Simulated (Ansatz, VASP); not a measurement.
**Ga3BAs4 in VASP and in Ansatz**

INCAR

```
PREC = Accurate ; ENCUT = 520
EDIFF = 1E-6 ; ISMEAR = 0
SIGMA = 0.1 ; LREAL = False
LASPH = True ; NELM = 100
ALGO = Normal ; ISIF = 2
LWAVE = False ; LCHARG = False
GGA = PE ; NBANDS = 41
```

The input KPOINTS:

```
regular mesh
0
Gamma
  4 4 4
```

The input POSCAR:

```
Ga3BAs4
1.0
    3.8295191500      0.0000000000      0.0000000000
    0.0000000000      3.8295191500      5.4157579200
    0.0000000000     -3.8295191500      5.4157579200
Ga B As
3 1 4
Direct
    0.5000000000      0.0000000000      0.5000000000
    0.5000000000      0.5000000000      0.0000000000
    0.0000000000      0.5000000000      0.5000000000
    0.0000000000      0.0000000000      0.0000000000
    0.5000000000      0.1250000000      0.1250000000
    0.0000000000      0.1250000000      0.6250000000
    0.0000000000      0.6250000000      0.1250000000
    0.5000000000      0.6250000000      0.6250000000
```

Input for Ansatz:

```yaml
crystal:
  lattice:
    - [3.82951915, 0.0, 0.0]
    - [0.0, 3.82951915, 5.41575792]
    - [0.0, -3.82951915, 5.41575792]
  atoms:
    - { symbol: Ga, position: [0.5, 0.0, 0.5] }
    - { symbol: Ga, position: [0.5, 0.5, 0.0] }
    - { symbol: Ga, position: [0.0, 0.5, 0.5] }
    - { symbol: B, position: [0.0, 0.0, 0.0] }
    - { symbol: As, position: [0.5, 0.125, 0.125] }
    - { symbol: As, position: [0.0, 0.125, 0.625] }
    - { symbol: As, position: [0.0, 0.625, 0.125] }
    - { symbol: As, position: [0.5, 0.625, 0.625] }
basis:
  ecutwfc: 420
kpoints:
  mp_grid: { grid: [4, 4, 4] }
hamiltonian:
  xc: pbe
scf:
  occupations: { method: gaussian, width: 0.1 }
  lower_state_search: "off"
output:
  forces: true
  stress: true
  eigenvalues: true
```

Alike in both runs: task single point; functional PBE; k mesh 4 × 4 × 4; occupations gaussian, width 0.1 eV; no spin polarisation.

|  | VASP | Ansatz |
| --- | --- | --- |
| version | VASP 6.6.1 | Ansatz 0.2.0 |
| potentials or method | VASP PAW PBE potentials, release 64 (Ga_d, B, As), cutoff 520 eV | scalar-relativistic, plane waves, PAW |
| valence electrons in the cell | 62 | 102 |

```csv
,VASP,Ansatz,Ansatz less VASP
gap on the k mesh at the Fermi level (eV),0.50,0.49,-0.005
least direct gap on the mesh (eV),0.50,0.49,-0.005
pressure (GPa),7.1,6.9,-0.22
"traceless stress, the component that is largest in VASP (GPa)",0.75,0.74,-0.004
rms of the force components (eV/Å),0.964,0.960,-0.0038
```

Atom by atom the forces differ by 0.004 eV/Å (rms over components). VASP's potentials hold 62 valence electrons a cell and Ansatz's 102, so a difference there can come from the potentials and not from the codes.
